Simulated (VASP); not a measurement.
# SiO2 (I-42d) in VASP: further runs

Runs on SiO2. Level: LDA. Tasks: single point.

All numbers are computed with VASP 6.6.1; they aren't measurements. Logs are shortened: lines on timing, memory, paths and dates and some standing lists are left out, and cuts for length are marked.

**1. The cell of the first run**

Symmetry: I-42d, No. 122, tetragonal system. Conventional cell: a = 4.971 Å, b = 4.971 Å, c = 7.070 Å, α = 90.00°, β = 90.00°, γ = 90.00°. Within 2.1 Å of Si (site symmetry -4) lie 4 O at 1.61 Å. Within 2.1 Å of O (site symmetry 2) lie 2 Si at 1.61 Å.

**2. Single point, LDA**

File INCAR:

```
ALGO = Normal
EDIFF = 1E-6
ENCUT = 520
ISIF = 2
ISMEAR = 0
LASPH = True
LCHARG = True
LELF = True
LREAL = False
LVHAR = True
LWAVE = False
NBANDS = 44
NELM = 80
PREC = Accurate
SIGMA = 0.02
```

File KPOINTS:

```
k-points
0
Gamma
  6 6 4
```

File POSCAR:

```
SiO2
1.0
    4.9713464827      0.0000000000      0.0000000000
    0.0000000000      4.9713464827      0.0000000000
    0.0000000000      0.0000000000      7.0701422919
Si O
4 8
Direct
    0.0000000000      0.0000000000      0.0000000000
    0.0000000000      0.5000000000      0.2500000000
    0.5000000000      0.5000000000      0.5000000000
    0.5000000000      0.0000000000      0.7500000000
    0.1018662976      0.2500000000      0.1250000000
    0.2500000000      0.6018662976      0.3750000000
    0.7500000000      0.3981337024      0.3750000000
    0.8981337024      0.7500000000      0.1250000000
    0.6018662976      0.7500000000      0.6250000000
    0.7500000000      0.1018662976      0.8750000000
    0.2500000000      0.8981337024      0.8750000000
    0.3981337024      0.2500000000      0.6250000000
```

Potentials or basis: VASP PAW LDA potentials, release 64 (Si, O).

Launch:

```console
> cat potpaw_LDA.64/Si/POTCAR potpaw_LDA.64/O/POTCAR > POTCAR
> mpirun -np 1 vasp_std > vasp.out
```

OUTCAR:

```text
EDIFF = 1E-6
   ENCUT = 520
   ISIF = 2
   ISMEAR = 0
   LASPH = True
   LREAL = False
   NELM = 80
   PREC = Accurate

 ion  position               nearest neighbor table
   1  0.000  0.000  0.000-   5 1.61   8 1.61  10 1.61  11 1.61   2 3.05   4 3.05   2 3.05   4 3.05

   2  0.000  0.500  0.250-   5 1.61   6 1.61   7 1.61   8 1.61   1 3.05   3 3.05   1 3.05   3 3.05

   3  0.500  0.500  0.500-   6 1.61   7 1.61   9 1.61  12 1.61   2 3.05   4 3.05   4 3.05   2 3.05

   4  0.500  0.000  0.750-   9 1.61  10 1.61  11 1.61  12 1.61   1 3.05   3 3.05   3 3.05   1 3.05

   5  0.102  0.250  0.125-   1 1.61   2 1.61
   6  0.250  0.602  0.375-   2 1.61   3 1.61
   7  0.750  0.398  0.375-   2 1.61   3 1.61
   8  0.898  0.750  0.125-   1 1.61   2 1.61
   9  0.602  0.750  0.625-   3 1.61   4 1.61
  10  0.750  0.102  0.875-   1 1.61   4 1.61
  11  0.250  0.898  0.875-   1 1.61   4 1.61
  12  0.398  0.250  0.625-   3 1.61   4 1.61

  LATTYP: Found a simple tetragonal cell.
 ALAT       =     4.9713464827
 C/A-ratio  =     1.4221785419

  Lattice vectors:

 A1 = (   4.9713464827,   0.0000000000,   0.0000000000)
 A2 = (   0.0000000000,   4.9713464827,   0.0000000000)
 A3 = (   0.0000000000,   0.0000000000,   7.0701422919)

Analysis of symmetry for initial positions (statically):
=====================================================================
 Subroutine PRICEL returns following result:

  LATTYP: Found a body centered tetragonal cell.
 ALAT       =     4.9713464827
 C/A-ratio  =     1.4221785419

  Lattice vectors:

 A1 = (   2.4856732413,  -2.4856732414,  -3.5350711459)
 A2 = (  -2.4856732413,   2.4856732414,  -3.5350711459)
 A3 = (   2.4856732413,   2.4856732413,   3.5350711459)

   2 primitive cells build up your supercell.

 Routine SETGRP: Setting up the symmetry group for a
 simple tetragonal supercell.

 Subroutine GETGRP returns: Found  8 space group operations
 (whereof  4 operations were pure point group operations)
 out of a pool of 16 trial point group operations.

The static configuration has the point symmetry S_4 .
 The point group associated with its full space group is D_2d.

Analysis of symmetry for dynamics (positions and initial velocities):
=====================================================================
 Subroutine PRICEL returns following result:

  LATTYP: Found a body centered tetragonal cell.
 ALAT       =     4.9713464827
 C/A-ratio  =     1.4221785419

  Lattice vectors:

 A1 = (   2.4856732413,  -2.4856732414,  -3.5350711459)
 A2 = (  -2.4856732413,   2.4856732414,  -3.5350711459)
 A3 = (   2.4856732413,   2.4856732413,   3.5350711459)

   2 primitive cells build up your supercell.

 Routine SETGRP: Setting up the symmetry group for a
 simple tetragonal supercell.

 Subroutine GETGRP returns: Found  8 space group operations
 (whereof  4 operations were pure point group operations)
 out of a pool of 16 trial point group operations.

The dynamic configuration has the point symmetry S_4 .
 The point group associated with its full space group is D_2d.

 Subroutine INISYM returns: Found  8 space group operations
 (whereof  4 operations are pure point group operations),
 and found     2 'primitive' translations

----------------------------------------------------------------------------------------

                                     Primitive cell

  volume of cell :      87.3668

  direct lattice vectors                    reciprocal lattice vectors
     2.485673241 -2.485673241 -3.535071146     0.201152747  0.000000000 -0.141439869
    -2.485673241  2.485673241 -3.535071146     0.000000000  0.201152747 -0.141439869
     2.485673241  2.485673241  3.535071146     0.201152747  0.201152747  0.000000000

  length of vectors
     4.985365677  4.985365677  4.985365677     0.245901737  0.245901737  0.284472943

  position of ions in fractional coordinates (direct lattice)
     0.000000000  0.000000000  0.000000000
     0.750000000  0.250000000  0.500000000
     0.976866298  0.125000000  0.351866298
     0.875000000  0.226866298  0.851866298
     0.375000000  0.023133702  0.148133702
     0.773133702  0.625000000  0.648133702

  ion indices of the primitive-cell ions
   primitive index   ion index
                 1           1
                 2           2
                 3           5
                 4          10
                 5          11
                 6           8

----------------------------------------------------------------------------------------

 KPOINTS: k-points

Automatic generation of k-mesh.
 Grid dimensions read from file:
 generate k-points for:    6    6    4

 Generating k-lattice:

  Cartesian coordinates                     Fractional coordinates (reciprocal lattice)
     0.033525458  0.000000000  0.000000000     0.166666667  0.000000000  0.000000000
     0.000000000  0.033525458  0.000000000     0.000000000  0.166666667  0.000000000
     0.000000000  0.000000000  0.035359967     0.000000000  0.000000000  0.250000000

  Length of vectors
     0.033525458  0.033525458  0.035359967

  Shift w.r.t. Gamma in fractional coordinates (k-lattice)
     0.000000000  0.000000000  0.000000000

 Subroutine IBZKPT returns following result:
 ===========================================

 Found     30 irreducible k-points:

 Following reciprocal coordinates:
            Coordinates               Weight
  0.000000  0.000000  0.000000      1.000000
  0.166667  0.000000  0.000000      4.000000
  0.333333  0.000000  0.000000      4.000000
  0.500000  0.000000  0.000000      2.000000
  0.166667  0.166667  0.000000      4.000000
  0.333333  0.166667  0.000000      8.000000
[... 16 lines left out ...]
  0.333333  0.000000  0.500000      4.000000
  0.500000  0.000000  0.500000      2.000000
 [... further k-points ...]
   k-points           NKPTS =     30   k-points in BZ     NKDIM =     30   number of bands    NBANDS=     44
   number of dos      NEDOS =    301   number of ions     NIONS =     12
   total plane-waves  NPLWV =  86400
   dimension x,y,z NGX =    40 NGY =   40 NGZ =   54
   dimension x,y,z NGXF=    80 NGYF=   80 NGZF=  108
   ions per type =               4   8
   NGX,Y,Z   is equivalent  to a cutoff of  13.38, 13.38, 12.70 a.u.
   NGXF,Y,Z  is equivalent  to a cutoff of  26.75, 26.75, 25.39 a.u.
 SYSTEM =  unknown system
   PREC   = accura    normal or accurate (medium, high low for compatibility)
   ISTART =      0    job   : 0-new  1-cont  2-samecut
   ICHARG =      2    charge: 1-file 2-atom 10-const
   ISPIN  =      1    spin polarized calculation?
   LNONCOLLINEAR =      F non collinear calculations
   LSORBIT =      F    spin-orbit coupling
   LASPH  =      T    aspherical Exc in radial PAW
   ENCUT  =  520.0 eV  38.22 Ry    6.18 a.u.   9.24  9.24 13.15*2*pi/ulx,y,z
   NELM   =     80;   NELMIN=  2; NELMDL= -5     # of ELM steps
   EDIFF  = 0.1E-05   stopping-criterion for ELM
   LREAL  =      F    real-space projection
   EDIFFG = 0.1E-04   stopping-criterion for IOM
   NSW    =      0    number of steps for IOM
   IBRION =     -1    ionic relax: 0-MD 1-quasi-New 2-CG
   NFREE  =      0    steps in history (QN), initial steepest desc. (CG)
   ISIF   =      2    stress and relaxation
   ISYM   =      2    0-nonsym 1-usesym 2-fastsym
   POTIM  = 0.5000    time-step for ionic-motion
   TEBEG  =    0.0;   TEEND  =   0.0 temperature during run
   PSTRESS=    0.0 pullay stress
   NELECT =      64.0000    total number of electrons
   NUPDOWN=      -1.0000    fix difference up-down
   EMIN   =  10.00;   EMAX   =-10.00  energy-range for DOS
   EFERMI =   0.00;   METHOD = LEGACY
   ISMEAR =     0;   SIGMA  =   0.02  broadening in eV -4-tet -1-fermi 0-gaus
   EFERMI_NEDOS =   21; number of points for ismear=-14 and -15
   IALGO  =     38    algorithm
   IMIX   =      4    mixing-type and parameters
     AMIX     =   0.40;   BMIX     =  1.00
     AMIX_MAG =   1.60;   BMIX_MAG =  1.00
  volume/ion in A,a.u.               =      14.56        98.26
  Fermi-wavevector in a.u.,A,eV,Ry     =   1.171321  2.213477 18.667110  1.371994
  Thomas-Fermi vector in A             =   2.307767
   LORBIT       =      0    0 simple, 1 ext, 2 COOP (PROOUT), +10 PAW based schemes
   GGA     = CA    functional components
   LHFCALC =     F    Hartree Fock is set to
   AEXX    =    0.0000 exact exchange contribution
   IVDW    =     0    specifies the selected vdW correction
   LEPSILON=     F    determine dielectric tensor
   LRPA    =     F    only Hartree local field effects (RPA)
 non-spin polarized calculation
 Gauss-broadening in eV      SIGMA  =   0.02
  energy-cutoff  :      520.00
  volume of cell :      174.73
 maximum number of plane-waves:      4730
 NGX is ok and might be reduce to    40
   NGX = 19   NGY = 19   NGZ = 27

 number of electron      63.9999980 magnetization

 Free energy of the ion-electron system (eV)
  ---------------------------------------------------
  ext. energy  EPLUGINS =         0.00000000
  ---------------------------------------------------
  free energy    TOTEN  =      -103.71123542 eV

  energy without entropy =     -103.71123542  energy(sigma->0) =     -103.71123542

 E-fermi :  -0.4657     XC(G=0):  -8.8717

 val. band max:       -0.5482683083   @ k =   0.0000   0.0000   0.0000
 cond. band min:       5.2680507806   @ k =   0.0000   0.0000   0.0000
 fundamental gap:      5.8163190889
 Fermi energy:        -0.4657283097

 k-point     1 :       0.0000    0.0000    0.0000
  band No.  band energies     occupation
      1     -19.5592      2.00000
      2     -18.5567      2.00000
      3     -18.5567      2.00000
      4     -17.4364      2.00000
      5     -17.4364      2.00000
      6     -17.3895      2.00000
[... 36 lines left out ...]
     43      11.0080      0.00000
     44      11.2775      0.00000
[... 1040 lines left out ...]
      4     -18.0525      2.00000
      5     -17.4124      2.00000
      6     -17.4124      2.00000
[... 36 lines left out ...]
     43      10.8075      0.00000
     44      10.8077      0.00000

 [... further k-points ...]
[... 5 lines left out ...]
  --------------------------------------------------------------------------------------
  -------------------------------------------------------------------------------------
  Total        0.6308521      0.6308521      2.8000572      0.0000000      0.0000000      0.0000000
  in kB        5.7844481      5.7844481     25.6744566      0.0000000      0.0000000      0.0000000
  external PRESSURE =      12.4144509 kB  Pullay stress =       0.0000000 kB

 VOLUME and BASIS-vectors are now :
 -----------------------------------------------------------------------------
  energy-cutoff  :      520.00
  volume of cell :      174.73
      direct lattice vectors                 reciprocal lattice vectors
     4.971346483  0.000000000  0.000000000     0.201152747  0.000000000  0.000000000
     0.000000000  4.971346483  0.000000000     0.000000000  0.201152747  0.000000000
     0.000000000  0.000000000  7.070142292     0.000000000  0.000000000  0.141439869

 POSITION                                       TOTAL-FORCE (eV/Angst)
 -----------------------------------------------------------------------------------
      0.00000      0.00000      0.00000         0.000000      0.000000     -0.000000
      0.00000      2.48567      1.76754        -0.000000      0.000000     -0.000000
      2.48567      2.48567      3.53507         0.000000      0.000000     -0.000000
      2.48567      0.00000      5.30261         0.000000      0.000000     -0.000000
      0.50641      1.24284      0.88377         0.028746     -0.000000     -0.000000
      1.24284      2.99209      2.65130         0.000000      0.028746     -0.000000
      3.72851      1.97926      2.65130        -0.000000     -0.028746      0.000000
      4.46493      3.72851      0.88377        -0.028746      0.000000     -0.000000
      2.99209      3.72851      4.41884         0.028746     -0.000000     -0.000000
      3.72851      0.50641      6.18637         0.000000      0.028746      0.000000
      1.24284      4.46493      6.18637        -0.000000     -0.028746      0.000000
      1.97926      1.24284      4.41884        -0.028746      0.000000     -0.000000
 -----------------------------------------------------------------------------------
    total drift:                               -0.000000     -0.000000      0.000000

  FREE ENERGIE OF THE ION-ELECTRON SYSTEM (eV)
  ---------------------------------------------------
  free  energy   TOTEN  =      -103.7112354237 eV

  energy  without entropy=     -103.7112354237  energy(sigma->0) =     -103.71123542
```

It took 4.2 min on 1 thread of Intel Xeon 8259CL, shared host; peak memory 0.32 GiB.

Results:

```
Free energy            : -103.7112 eV
Pressure               : 1.2 GPa
Largest force          : 0.029 eV/Å
Band gap on the k mesh : 5.82 eV
```

Forces in eV/Å, atoms in the order of the input:
```
Si   0.000  0.000  0.000
Si   0.000  0.000  0.000
Si   0.000  0.000  0.000
Si   0.000  0.000  0.000
O    0.029  0.000  0.000
O    0.000  0.029  0.000
O    0.000 -0.029  0.000
O   -0.029  0.000  0.000
O    0.029  0.000  0.000
O    0.000  0.029  0.000
O    0.000 -0.029  0.000
O   -0.029  0.000  0.000
```

A k mesh can miss the band edges.

**3. Single point, LDA (uniaxial strain along c: -1.5 %, then relaxed in part)**

File INCAR:

```
ALGO     = Normal         # electronic algorithm
EDIFF    = 1E-7           # SCF threshold, eV
ENCUT    = 520            # plane-wave cutoff, eV
ISIF     = 2              # what is computed and relaxed
ISMEAR   = 0              # smearing method
LASPH    = True           # aspherical terms in the spheres
LCHARG   = False          # write CHGCAR
LREAL    = False          # projectors in reciprocal space
LWAVE    = False          # write WAVECAR
NBANDS   = 44             # bands
NELM     = 60             # most SCF steps
PREC     = Accurate       # precision mode
SIGMA    = 0.02           # smearing width, eV
```

KPOINTS is that of step 2.

File POSCAR:

```
SiO2
1.0
    4.9498723543      0.0000000000      0.0000000000
    0.0000000000      4.9498723543      0.0000000000
    0.0000000000      0.0000000000      7.1794743892
Si O
4 8
Direct
    0.0000000000      0.0000000000      0.0000000000
    0.0000000000      0.5000000000      0.2500000000
    0.5000000000      0.5000000000      0.5000000000
    0.5000000000      0.0000000000      0.7500000000
    0.1002674453      0.2500000000      0.1250000000
    0.2500000000      0.6002674453      0.3750000000
    0.7500000000      0.3997325547      0.3750000000
    0.8997325547      0.7500000000      0.1250000000
    0.6002674453      0.7500000000      0.6250000000
    0.7500000000      0.1002674453      0.8750000000
    0.2500000000      0.8997325547      0.8750000000
    0.3997325547      0.2500000000      0.6250000000
```

Potentials or basis: VASP PAW LDA potentials, release 64 (Si, O).

Launch:

```console
> cat potpaw_LDA.64/Si/POTCAR potpaw_LDA.64/O/POTCAR > POTCAR
> mpirun -np 1 vasp_std > vasp.out
```

Wall time 4.9 min (1 thread of Intel Xeon 8259CL, shared host); peak memory 0.31 GiB.

The run converged. Its results:

```yaml
Free_energy: -103.7406 eV
Pressure: 0.9 GPa
Largest_force: 0.028 eV/Å
Band_gap_on_the_k_mesh: 5.79 eV
```

Forces in eV/Å, atoms in the order of the input:
```
Si   0.000  0.000  0.000
Si   0.000  0.000  0.000
Si   0.000  0.000  0.000
Si   0.000  0.000  0.000
O    0.028  0.000  0.000
O    0.000  0.028  0.000
O    0.000 -0.028  0.000
O   -0.028  0.000  0.000
O    0.028  0.000  0.000
O    0.000  0.028  0.000
O    0.000 -0.028  0.000
O   -0.028  0.000  0.000
```

Stress tensor (GPa, compression positive):
```
0.56 0.00 0.00
0.00 0.56 0.00
0.00 0.00 1.60
```

Levels at points of the mesh, in eV from the valence-band top:
| k point | band 29 | band 30 | band 31 | band 32 | band 33 | band 34 | band 35 | band 36 |
| --- | --- | --- | --- | --- | --- | --- | --- | --- |
| (0.00, 0.00, 0.00) | -0.34 | -0.34 | 0.00 | 0.00 | 5.79 | 8.61 | 8.79 | 8.79 |
| (0.50, 0.00, 0.00) | -0.63 | -0.63 | -0.18 | -0.18 | 7.81 | 7.81 | 9.36 | 9.36 |
| (0.50, 0.50, 0.00) | -0.30 | -0.30 | -0.30 | -0.30 | 9.00 | 9.00 | 9.00 | 9.00 |
| (0.00, 0.00, 0.50) | -0.20 | -0.20 | -0.20 | -0.20 | 6.92 | 6.92 | 8.95 | 8.95 |
| (0.50, 0.00, 0.50) | -0.45 | -0.45 | -0.15 | -0.15 | 8.19 | 8.19 | 8.79 | 8.79 |
| (0.50, 0.50, 0.50) | -0.41 | -0.41 | -0.41 | -0.41 | 9.37 | 9.37 | 9.37 | 9.37 |

Caveat: the cell differs from its parent crystal (uniaxial strain along c: -1.5 %, then relaxed in part). A k mesh can miss the band edges.
